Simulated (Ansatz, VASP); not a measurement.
PtS2 in VASP and in Ansatz

INCAR

```
PREC = Accurate
ENCUT = 500
EDIFF = 1E-6
ISMEAR = 0
SIGMA = 0.01
LREAL = False
LASPH = True
NELM = 120
ALGO = Normal
ISIF = 2
LWAVE = False
LCHARG = True
GGA = PE
LELF = True
LVHAR = True
NBANDS = 18
GGA_COMPAT = False
```

KPOINTS

```
Automatic mesh
0
Gamma
  6 6 4
```

Contents of POSCAR:

```
PtS2
1.0
    3.5431994758      0.0000000000      0.0000000000
   -1.7715997379      3.0685007567      0.0000000000
    0.0000000000      0.0000000000      5.0388000000
Pt S
1 2
Direct
    0.0000000000      0.0000000000      0.0000000000
    0.3333333333      0.6666666667      0.2500000000
    0.6666666667      0.3333333333      0.7500000000
```

Input for Ansatz:

```yaml
crystal:
  lattice:
    - [3.5431994758, 0.0, 0.0]
    - [-1.7715997379, 3.0685007567, 0.0]
    - [0.0, 0.0, 5.0388]
  atoms:
    - { symbol: Pt, position: [0.0, 0.0, 0.0] }
    - { symbol: S, position: [0.3333333333, 0.6666666667, 0.25] }
    - { symbol: S, position: [0.6666666667, 0.3333333333, 0.75] }
basis:
  ecutwfc: 420
kpoints:
  mp_grid: { grid: [6, 6, 4] }
hamiltonian:
  xc: pbe
scf:
  occupations: { method: fixed }
output:
  forces: true
  stress: true
  eigenvalues: true
```

Alike in both runs: task single point; functional PBE; k mesh 6 × 6 × 4; no spin polarisation.

|  | VASP | Ansatz |
| --- | --- | --- |
| version | VASP 6.6.1 | Ansatz 0.2.0 |
| potentials or method | VASP PAW PBE potentials, release 64 (Pt, S), cutoff 500 eV | scalar-relativistic, plane waves, PAW |
| occupations | gaussian, width 0.01 eV | fixed |
| valence electrons in the cell | 22 | 30 |

```csv
,VASP,Ansatz,Ansatz less VASP
gap on the k mesh at the Fermi level (eV),0.56,0.56,-0.002
least direct gap on the mesh (eV),1.31,1.31,-0.005
pressure (GPa),2.0,2.4,+0.45
"traceless stress, the component that is largest in VASP (GPa)",-1.70,-1.83,-0.128
rms of the force components (eV/Å),0.176,0.157,-0.0188
```

Atom by atom the forces differ by 0.019 eV/Å (rms over components). VASP's potentials hold 22 valence electrons a cell and Ansatz's 30, so a difference there can come from the potentials and not from the codes.

Neither program's run includes spin-orbit coupling.
